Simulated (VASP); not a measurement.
# Ga2GeSe2 (P6/mmm) in VASP: further runs

Runs on Ga2GeSe2. Level: PBE. Tasks: single point, relaxation of cell and atoms.

Program: VASP 6.6.1. These are calculated values, not measurements. Logs are shortened: lines on timing, memory, paths and dates and some standing lists are left out, and cuts for length are marked.

### 1 The cell of the first run

The structure is hexagonal, space group P6/mmm (No. 191). Conventional cell: a = 4.163 Å, b = 4.163 Å, c = 8.253 Å, α = 90.00°, β = 90.00°, γ = 120.00°. Within 3.2 Å of Ga (site symmetry -6m2) lie 3 Ga at 2.40 Å and 3 Ge at 2.40 Å and 6 Se at 3.05 Å. Ge (site symmetry 6/mmm) has 2 Se at 1.88 Å and 6 Ga at 2.40 Å within 2.5 Å. Se (site symmetry 6mm) has 1 Ge at 1.88 Å within 2.5 Å.

The cell was built from a structure type or drawn by symmetry, and may not be a known phase.

### 2 Single point, PBE

File INCAR:

```
  ALGO = Normal
  EDIFF = 1E-6
  ENCUT = 520
  GGA = PE
  ISIF = 2
  ISMEAR = 0
  LASPH = T
  LCHARG = T
  LELF = T
  LREAL = F
  LVHAR = T
  LWAVE = F
  NBANDS = 34
  NELM = 60
  PREC = Accurate
  SIGMA = 0.1
```

File KPOINTS:

```
k-points
0
Gamma
  6 6 2
```

File POSCAR:

```
Ga2GeSe2
1.0
    4.1629865500      0.0000000000      0.0000000000
   -2.0814932800      3.6052521100      0.0000000000
    0.0000000000      0.0000000000      8.2525724100
Ga Ge Se
2 1 2
Direct
    0.3333333300      0.6666666700      0.5000000000
    0.6666666700      0.3333333300      0.5000000000
    0.0000000000      0.0000000000      0.5000000000
    0.0000000000      0.0000000000      0.2716630000
    0.0000000000      0.0000000000      0.7283370000
```

Potentials or basis: VASP PAW PBE potentials, release 64 (Ga_d, Ge_d, Se).

The run is started by

```
cat potpaw_PBE.64/Ga_d/POTCAR potpaw_PBE.64/Ge_d/POTCAR potpaw_PBE.64/Se/POTCAR > POTCAR
mpirun -np 1 vasp_std > vasp.out
```

OUTCAR:

```text
EDIFF = 1E-6
   ENCUT = 520
   GGA = PE
   ISIF = 2
   ISMEAR = 0
   LASPH = T
   LREAL = F
   NELM = 60
   PREC = Accurate

 ion  position               nearest neighbor table
   1  0.333  0.667  0.500-   2 2.40   2 2.40   3 2.40   3 2.40   3 2.40   2 2.40
   2  0.667  0.333  0.500-   1 2.40   1 2.40   3 2.40   3 2.40   3 2.40   1 2.40
   3  0.000  0.000  0.500-   4 1.88   5 1.88   1 2.40   2 2.40   2 2.40   1 2.40   2 2.40   1 2.40

   4  0.000  0.000  0.272-   3 1.88
   5  0.000  0.000  0.728-   3 1.88

  LATTYP: Found a hexagonal cell.
 ALAT       =     4.1629865500
 C/A-ratio  =     1.9823682616

  Lattice vectors:

 A1 = (   4.1629865500,   0.0000000000,   0.0000000000)
 A2 = (  -2.0814932800,   3.6052521100,   0.0000000000)
 A3 = (   0.0000000000,   0.0000000000,   8.2525724100)

Analysis of symmetry for initial positions (statically):
=====================================================================
 Subroutine PRICEL returns:
 Original cell was already a primitive cell.

 Routine SETGRP: Setting up the symmetry group for a
 hexagonal supercell.

 Subroutine GETGRP returns: Found 24 space group operations
 (whereof 24 operations were pure point group operations)
 out of a pool of 24 trial point group operations.

The static configuration has the point symmetry D_6h.

Analysis of symmetry for dynamics (positions and initial velocities):
=====================================================================
 Subroutine PRICEL returns:
 Original cell was already a primitive cell.

 Routine SETGRP: Setting up the symmetry group for a
 hexagonal supercell.

 Subroutine GETGRP returns: Found 24 space group operations
 (whereof 24 operations were pure point group operations)
 out of a pool of 24 trial point group operations.

The dynamic configuration has the point symmetry D_6h.

 Subroutine INISYM returns: Found 24 space group operations
 (whereof 24 operations are pure point group operations),
 and found     1 'primitive' translations

----------------------------------------------------------------------------------------

                                     Primitive cell

  volume of cell :     123.8597

  direct lattice vectors                    reciprocal lattice vectors
     4.162986550  0.000000000  0.000000000     0.240212162  0.138686557  0.000000000
    -2.081493280  3.605252110  0.000000000     0.000000000  0.277373113  0.000000000
     0.000000000  0.000000000  8.252572410     0.000000000  0.000000000  0.121174338

  length of vectors
     4.162986550  4.162986554  8.252572410     0.277373113  0.277373113  0.121174338

  position of ions in fractional coordinates (direct lattice)
     0.333333330  0.666666670  0.500000000
     0.666666670  0.333333330  0.500000000
     0.000000000  0.000000000  0.500000000
     0.000000000  0.000000000  0.271663000
     0.000000000  0.000000000  0.728337000

  ion indices of the primitive-cell ions
   primitive index   ion index
                 1           1
                 2           2
                 3           3
                 4           4
                 5           5

----------------------------------------------------------------------------------------

 KPOINTS: k-points

Automatic generation of k-mesh.
 Grid dimensions read from file:
 generate k-points for:    6    6    2

 Generating k-lattice:

  Cartesian coordinates                     Fractional coordinates (reciprocal lattice)
     0.040035360  0.023114426  0.000000000     0.166666667  0.000000000  0.000000000
     0.000000000  0.046228852  0.000000000     0.000000000  0.166666667  0.000000000
     0.000000000  0.000000000  0.060587169     0.000000000  0.000000000  0.500000000

  Length of vectors
     0.046228852  0.046228852  0.060587169

  Shift w.r.t. Gamma in fractional coordinates (k-lattice)
     0.000000000  0.000000000  0.000000000

 Subroutine IBZKPT returns following result:
 ===========================================

 Found     14 irreducible k-points:

 Following reciprocal coordinates:
            Coordinates               Weight
  0.000000  0.000000  0.000000      1.000000
  0.166667 -0.000000  0.000000      6.000000
  0.333333 -0.000000  0.000000      6.000000
  0.500000  0.000000  0.000000      3.000000
  0.166667  0.166667  0.000000      6.000000
  0.333333  0.166667  0.000000     12.000000
  0.333333  0.333333  0.000000      2.000000
  0.000000  0.000000  0.500000      1.000000
  0.166667 -0.000000  0.500000      6.000000
  0.333333 -0.000000  0.500000      6.000000
  0.500000  0.000000  0.500000      3.000000
  0.166667  0.166667  0.500000      6.000000
  0.333333  0.166667  0.500000     12.000000
  0.333333  0.333333  0.500000      2.000000
   k-points           NKPTS =     14   k-points in BZ     NKDIM =     14   number of bands    NBANDS=     34
   number of dos      NEDOS =    301   number of ions     NIONS =      5
   total plane-waves  NPLWV =  65536
[... 121 lines left out ...]
      1     -23.5240      2.00000
      2     -23.0819      2.00000
      3     -23.0814      2.00000
      4     -23.0471      2.00000
      5     -23.0423      2.00000
      6     -13.7438      2.00000
[... 26 lines left out ...]
     33       9.5381      0.00000
     34      10.1774      0.00000

 k-point     6 :       0.3333    0.1667    0.0000
  band No.  band energies     occupation
      1     -23.5228      2.00000
      2     -23.0826      2.00000
      3     -23.0820      2.00000
      4     -23.0490      2.00000
      5     -23.0424      2.00000
      6     -13.5678      2.00000
[... 26 lines left out ...]
     33      10.6573      0.00000
     34      10.7135      0.00000

 k-point     7 :       0.3333    0.3333    0.0000
  band No.  band energies     occupation
      1     -23.5224      2.00000
      2     -23.0825      2.00000
      3     -23.0825      2.00000
      4     -23.0461      2.00000
      5     -23.0461      2.00000
      6     -13.5779      2.00000
[... 26 lines left out ...]
     33      10.6958      0.00000
     34      10.8769      0.00000

 k-point     8 :       0.0000    0.0000    0.5000
  band No.  band energies     occupation
      1     -23.5260      2.00000
      2     -23.0807      2.00000
      3     -23.0807      2.00000
      4     -23.0431      2.00000
      5     -23.0431      2.00000
      6     -14.1823      2.00000
[... 26 lines left out ...]
     33       9.4717      0.00000
     34      10.1557      0.00000

 k-point     9 :       0.1667   -0.0000    0.5000
  band No.  band energies     occupation
      1     -23.5252      2.00000
      2     -23.0812      2.00000
      3     -23.0810      2.00000
      4     -23.0449      2.00000
      5     -23.0425      2.00000
      6     -14.0033      2.00000
[... 26 lines left out ...]
     33       8.1561      0.00000
     34      10.8135      0.00000

 k-point    10 :       0.3333   -0.0000    0.5000
  band No.  band energies     occupation
      1     -23.5236      2.00000
      2     -23.0822      2.00000
      3     -23.0815      2.00000
      4     -23.0487      2.00000
      5     -23.0413      2.00000
      6     -13.6512      2.00000
[... 26 lines left out ...]
     33      10.4095      0.00000
     34      10.5538      0.00000

 k-point    11 :       0.5000    0.0000    0.5000
  band No.  band energies     occupation
      1     -23.5228      2.00000
      2     -23.0827      2.00000
      3     -23.0818      2.00000
      4     -23.0507      2.00000
      5     -23.0407      2.00000
      6     -13.5199      2.00000
[... 26 lines left out ...]
     33      10.1068      0.00000
     34      10.1571      0.00000

 k-point    12 :       0.1667    0.1667    0.5000
  band No.  band energies     occupation
      1     -23.5240      2.00000
      2     -23.0819      2.00000
      3     -23.0814      2.00000
      4     -23.0471      2.00000
      5     -23.0423      2.00000
      6     -13.7424      2.00000
[... 26 lines left out ...]
     33       9.3755      0.00000
     34      10.4554      0.00000

 k-point    13 :       0.3333    0.1667    0.5000
  band No.  band energies     occupation
      1     -23.5228      2.00000
      2     -23.0826      2.00000
      3     -23.0820      2.00000
      4     -23.0490      2.00000
      5     -23.0424      2.00000
      6     -13.5667      2.00000
[... 26 lines left out ...]
     33      10.0482      0.00000
     34      10.6567      0.00000

 k-point    14 :       0.3333    0.3333    0.5000
  band No.  band energies     occupation
      1     -23.5224      2.00000
      2     -23.0825      2.00000
      3     -23.0825      2.00000
      4     -23.0461      2.00000
      5     -23.0461      2.00000
      6     -13.5769      2.00000
[... 26 lines left out ...]
     33       9.4304      0.00000
     34      10.7453      0.00000

------------------------ aborting loop because EDIFF is reached ----------------------------------------

  FORCE on cell =-STRESS in cart. coord.  units (eV):
  Direction    XX          YY          ZZ          XY          YZ          ZX
  --------------------------------------------------------------------------------------
  -------------------------------------------------------------------------------------
  Total       23.3194670     23.3194670     57.8227567     -0.0000000      0.0000000      0.0000000
  in kB      301.6471389    301.6471392    747.9617420     -0.0000004      0.0000000      0.0000000
  external PRESSURE =     450.4186734 kB  Pullay stress =       0.0000000 kB

 VOLUME and BASIS-vectors are now :
 -----------------------------------------------------------------------------
  energy-cutoff  :      520.00
  volume of cell :      123.86
      direct lattice vectors                 reciprocal lattice vectors
     4.162986550  0.000000000  0.000000000     0.240212162  0.138686557  0.000000000
    -2.081493280  3.605252110  0.000000000     0.000000000  0.277373113  0.000000000
     0.000000000  0.000000000  8.252572410     0.000000000  0.000000000  0.121174338

 POSITION                                       TOTAL-FORCE (eV/Angst)
 -----------------------------------------------------------------------------------
     -0.00000      2.40350      4.12629         0.000000      0.000000      0.000000
      2.08149      1.20175      4.12629         0.000000     -0.000000      0.000000
      0.00000      0.00000      4.12629        -0.000000     -0.000000      0.000000
      0.00000      0.00000      2.24192        -0.000000     -0.000000    -15.343414
      0.00000      0.00000      6.01065        -0.000000      0.000000     15.343414
 -----------------------------------------------------------------------------------
    total drift:                               -0.000000      0.000000     -0.000000

  FREE ENERGIE OF THE ION-ELECTRON SYSTEM (eV)
  ---------------------------------------------------
  free  energy   TOTEN  =        -7.8418155111 eV

  energy  without entropy=       -7.8355007727  energy(sigma->0) =       -7.83865814
```

Run time: 1.7 min. Hardware: 1 thread of Intel Xeon Platinum 8259CL at 2.50GHz (Skylake/Cascade Lake), shared host; peak memory 0.26 GiB.

Results:

```
Free energy            : -7.8418 eV
Pressure               : 45.0 GPa
Largest force          : 15.343 eV/Å
Band gap on the k mesh : zero (bands 26 and 27 overlap by 0.35 eV)
```

Forces on the atoms (eV/Å):
```
Ga    0.000   0.000   0.000
Ga    0.000   0.000   0.000
Ge    0.000   0.000   0.000
Se    0.000   0.000 -15.343
Se    0.000   0.000  15.343
```

Stress tensor (GPa, compression positive):
```
30.16  0.00  0.00
 0.00 30.16  0.00
 0.00  0.00 74.80
```

Caveat: the k points lie up to 0.38 Å⁻¹ apart; this functional lacks dispersion, which binds the layers, so the pressure and a relaxed spacing across them are unreliable; forces of over 1 eV/Å act on the atoms, so gaps and moduli don't describe the material at rest.

### 3 Single point, PBE

This run uses another cell than the first one, of 31.59 Å³/atom.

File INCAR:

```
SYSTEM = Ga2GeSe2
PREC = Accurate
ENCUT = 520
EDIFF = 1E-6
ISMEAR = 0
SIGMA = 0.1
LREAL = .False.
LASPH = .True.
NELM = 60
ALGO = Normal
ISIF = 2
LWAVE = .False.
LCHARG = .True.
GGA = PE
LELF = .True.
LVHAR = .True.
NBANDS = 34
```

File KPOINTS:

```
Automatic mesh
0
Gamma
  6 6 2
  0 0 0
```

File POSCAR:

```
Ga2GeSe2
1.0
    4.9226537139      0.0000000034      0.0000000000
   -2.4613268599      4.2631431686      0.0000000000
    0.0000000000      0.0000000000      7.5271970671
Ga Ge Se
2 1 2
Direct
    0.3333333333      0.6666666667      0.5000000000
    0.6666666667      0.3333333333      0.5000000000
    0.0000000000      0.0000000000      0.5000000000
    0.0000000000      0.0000000000      0.1718206969
    0.0000000000      0.0000000000      0.8281793031
```

Potentials or basis: VASP PAW PBE potentials, release 64 (Ga_d, Ge_d, Se).

The run is started by

```
cat potpaw_PBE.64/Ga_d/POTCAR potpaw_PBE.64/Ge_d/POTCAR potpaw_PBE.64/Se/POTCAR > POTCAR
mpirun -np 1 vasp_std > vasp.out
```

It took 2.2 min on 1 thread of Intel Xeon Platinum 8259CL at 2.50GHz (Skylake/Cascade Lake), shared host; peak memory 0.31 GiB.

It converged, with:

```yaml
Free_energy: -16.1107 eV
Pressure: 0.1 GPa
Largest_force: 0.008 eV/Å
Band_gap_on_the_k_mesh: zero (bands 26 and 27 overlap by 1.31 eV)
```

Forces in eV/Å, atoms in the order of the input:
```
Ga   0.000  0.000  0.000
Ga   0.000  0.000  0.000
Ge   0.000  0.000  0.000
Se   0.000  0.000 -0.008
Se   0.000  0.000  0.008
```

Levels at points of the mesh, in eV from the Fermi level:
| k point | band 24 | band 25 | band 26 | band 27 | band 28 | band 29 |
| --- | --- | --- | --- | --- | --- | --- |
| (0.00, 0.00, 0.00) | -0.75 | -0.14 | -0.14 | -0.08 | -0.08 | 0.15 |
| (0.50, 0.00, 0.00) | -1.23 | -1.19 | -0.66 | -0.27 | 2.74 | 2.96 |
| (0.00, 0.00, 0.50) | -1.24 | -1.24 | -0.13 | -0.13 | 0.78 | 1.26 |
| (0.50, 0.00, 0.50) | -1.43 | -0.17 | 0.62 | 2.09 | 2.48 | 2.89 |

Caveat: the k points lie up to 0.42 Å⁻¹ apart, too coarse for converged energies and pressures of a metal.

### 4 Relaxation of cell and atoms, PBE

File INCAR:

```
ALGO = Normal
EDIFF = 1E-7
EDIFFG = -0.04
ENCUT = 600
GGA = PE
IBRION = 2
ISIF = 3
ISMEAR = 0
LASPH = True
LCHARG = False
LREAL = False
LWAVE = False
NELM = 80
NSW = 90
PREC = Accurate
SIGMA = 0.1
```

File KPOINTS:

```
k-points
0
Gamma
  6 6 2
```

File POSCAR:

```
Ga2GeSe2
1.0
    4.1629865500      0.0000000000      0.0000000000
   -2.0814932800      3.6052521100      0.0000000000
    0.0000000000      0.0000000000      8.2525724100
Ga Ge Se
2 1 2
Direct
    0.3333333300      0.6666666700      0.5000000000
    0.6666666700      0.3333333300      0.5000000000
    0.0000000000      0.0000000000      0.5000000000
    0.0000000000      0.0000000000      0.2716630000
    0.0000000000      0.0000000000      0.7283370000
```

The run is started by

```
cat potpaw_PBE.64/Ga_d/POTCAR potpaw_PBE.64/Ge_d/POTCAR potpaw_PBE.64/Se/POTCAR > POTCAR
mpirun -np 1 vasp_std > vasp.out
```

Run time: 52 min. Hardware: 1 thread of Intel Xeon Platinum 8259CL at 2.50GHz (Skylake/Cascade Lake), shared host; peak memory 0.35 GiB.

Results (log left out):

```
Free energy                           : -16.1028 eV
Relaxed volume                        : 31.71 Å³/atom
Relaxed cell                          : a = 4.932 Å, b = 4.932 Å, c = 7.525 Å, α = 90.00°, β = 90.00°, γ = 120.00°
Space group after relaxing (to 0.1 Å) : P6/mmm (No. 191)
Pressure after relaxing               : 0.0 GPa
Largest force after relaxing          : 0.036 eV/Å
Band gap on the k mesh                : zero (bands 26 and 27 overlap by 1.30 eV)
```

Forces on the atoms (eV/Å):
```
Ga   0.000  0.000  0.000
Ga   0.000  0.000  0.000
Ge   0.000  0.000  0.000
Se   0.000  0.000 -0.036
Se   0.000  0.000  0.036
```

Stress tensor (GPa, compression positive):
```
-0.08  0.00  0.00
 0.00 -0.08  0.00
 0.00  0.00  0.09
```

Final structure:
```
CELL_PARAMETERS angstrom
4.93246 0.00000 0.00000
-2.46623 4.27163 0.00000
0.00000 0.00000 7.52536
ATOMIC_POSITIONS crystal
Ga 0.33333 0.66667 0.50000
Ga 0.66667 0.33333 0.50000
Ge 0.00000 0.00000 0.50000
Se 0.00000 0.00000 0.17235
Se 0.00000 0.00000 0.82765
```

Levels at points of the mesh, in eV from the Fermi level:
| k point | band 23 | band 24 | band 25 | band 26 | band 27 | band 28 | band 29 | band 30 |
| --- | --- | --- | --- | --- | --- | --- | --- | --- |
| (0.00, 0.00, 0.00) | -1.29 | -0.73 | -0.13 | -0.13 | -0.09 | -0.09 | 0.16 | 0.16 |
| (0.50, 0.00, 0.00) | -1.43 | -1.24 | -1.16 | -0.65 | -0.28 | 2.73 | 2.96 | 3.73 |
| (0.00, 0.00, 0.50) | -1.29 | -1.24 | -1.24 | -0.13 | -0.13 | 0.78 | 1.26 | 1.26 |
| (0.50, 0.00, 0.50) | -2.32 | -1.43 | -0.17 | 0.62 | 2.10 | 2.48 | 2.87 | 3.90 |

Caveat: the k points lie up to 0.42 Å⁻¹ apart in the final cell, too coarse for converged energies and pressures of a metal; the volume moved by over 15 % at a fixed basis, so the end points are rough.

### 5 Single point, PBE

This run uses another cell than the first one, of 31.46 Å³/atom.

File INCAR:

```
SYSTEM = Ga2GeSe2
  PREC = Accurate
  ENCUT = 520
  EDIFF = 1E-7
  ISMEAR = 0
  SIGMA = 0.1
  LREAL = .FALSE.
  LASPH = .TRUE.
  NELM = 60
  ALGO = Normal
  ISIF = 2
  LWAVE = .FALSE.
  LCHARG = .FALSE.
  GGA = PE
  NBANDS = 34
```

File KPOINTS:

```
Automatic mesh
0
G
  12 12 6
  0 0 0
```

File POSCAR:

```
Ga2GeSe2
1.0
    4.9409643403      0.0000000000      0.0000000000
   -2.4704821702      4.2790006378      0.0000000000
    0.0000000000      0.0000000000      7.4392892828
Ga Ge Se
2 1 2
Direct
    0.3333333333      0.6666666667      0.5000000000
    0.6666666667      0.3333333333      0.5000000000
    0.0000000000      0.0000000000      0.5000000000
    0.0000000000      0.0000000000      0.1732239674
    0.0000000000      0.0000000000      0.8267760326
```

The run is started by

```
cat potpaw_PBE.64/Ga_d/POTCAR potpaw_PBE.64/Ge_d/POTCAR potpaw_PBE.64/Se/POTCAR > POTCAR
mpirun -np 1 vasp_std > vasp.out
```

Wall time 7.7 min (1 thread of Intel Xeon Platinum 8259CL at 2.50GHz (Skylake/Cascade Lake), shared host); peak memory 0.55 GiB.

The run converged. Its results:

| Property | Result |
| --- | --- |
| Free energy | -15.8339 eV |
| Pressure | 0.0 GPa |
| Band gap on the k mesh | zero (bands 26 and 27 overlap by 1.44 eV) |

Levels at points of the mesh, in eV from the Fermi level:
| k point | band 22 | band 23 | band 24 | band 25 | band 26 | band 27 | band 28 | band 29 | band 30 | band 31 |
| --- | --- | --- | --- | --- | --- | --- | --- | --- | --- | --- |
| (0.00, 0.00, 0.00) | -2.18 | -1.59 | -1.09 | -0.54 | -0.54 | -0.43 | -0.43 | -0.21 | -0.21 | 1.05 |
| (0.50, 0.00, 0.00) | -1.99 | -1.84 | -1.73 | -1.55 | -1.03 | -0.72 | 2.38 | 2.68 | 3.27 | 4.13 |
| (0.00, 0.00, 0.50) | -2.37 | -1.72 | -1.72 | -1.59 | -0.42 | -0.42 | 0.44 | 0.93 | 0.93 | 3.19 |
| (0.50, 0.00, 0.50) | -3.69 | -2.77 | -1.90 | -0.56 | 0.27 | 1.81 | 2.14 | 2.51 | 3.46 | 4.73 |

### 6 Summary

| task | cell | k mesh | cutoff (eV) | gap on the mesh (eV) | pressure (GPa) | largest force (eV/Å) |
| --- | --- | --- | --- | --- | --- | --- |
| single point | a = 4.163, b = 4.163, c = 8.253 Å, angles 90.0, 90.0, 120.0°, 5 atoms, atomic positions A | 6 × 6 × 2 | 520 | none | 45.0 | 15.34 |
| single point | a = 4.923, b = 4.923, c = 7.527 Å, angles 90.0, 90.0, 120.0°, 5 atoms, atomic positions B | 6 × 6 × 2 | 520 | none | 0.1 | 0.01 |
| relaxation of cell and atoms | relaxed from a = 4.163, b = 4.163, c = 8.253 Å, angles 90.0, 90.0, 120.0°, 5 atoms, atomic positions A | 6 × 6 × 2 | 600 | none | 0.0 | 0.04 |
| single point | a = 4.941, b = 4.941, c = 7.439 Å, angles 90.0, 90.0, 120.0°, 5 atoms, atomic positions B | 12 × 12 × 6 | 520 | none | 0.0 | - |

Alike in all rows: level PBE; potentials or basis VASP PAW PBE potentials, release 64 (Ga_d, Ge_d, Se); no spin polarisation; smearing gaussian 0.1 eV.

Caveats: some runs use coarse meshes; this functional lacks dispersion, which binds the layers, so the pressure and a relaxed spacing across them are unreliable (at least some runs); forces of over 1 eV/Å act on the atoms, so gaps and moduli don't describe the material at rest (at least some runs); the volume moved by over 15 % at a fixed basis, so the end points are rough (at least some runs).

Absolute energies hang on the potentials; compare differences alone.
